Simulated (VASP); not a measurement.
A run of VASP 6.6.1 is set up as follows.

INCAR

```
SYSTEM = Ni
PREC = Accurate ; ENCUT = 520
EDIFF = 1E-7 ; ISMEAR = -1
SIGMA = 0.1 ; LREAL = .FALSE.
LASPH = .TRUE. ; NELM = 80
ALGO = Normal ; ISIF = 2
LWAVE = .FALSE. ; LCHARG = .TRUE.
GGA = CA ; LELF = .TRUE.
LVHAR = .TRUE. ; NBANDS = 11
```

Contents of KPOINTS:

```
regular mesh
0
G
  16 16 16
  0 0 0
```

Contents of POSCAR:

```
Ni
1.0
    0.0000000000      1.7381221485      1.7381221485
    1.7381221485      0.0000000000      1.7381221485
    1.7381221485      1.7381221485      0.0000000000
Ni
1
Direct
    0.0000000000      0.0000000000      0.0000000000
```

Potentials or basis: VASP PAW LDA potentials, release 64 (Ni).

Launch:

```bash
$ cat potpaw_LDA.64/Ni/POTCAR > POTCAR
$ mpirun -np 1 vasp_std > vasp.out
```

(1) Estimate the band gap on the k mesh.

(2) Predict the pressure.

## Answers

(1) zero (band 5 reaches 9.57 eV, above the bottom of band 6 at 8.56 eV).

(2) -10.8 GPa.

Caveat: the run has no spin polarisation, though such a crystal can be magnetic.
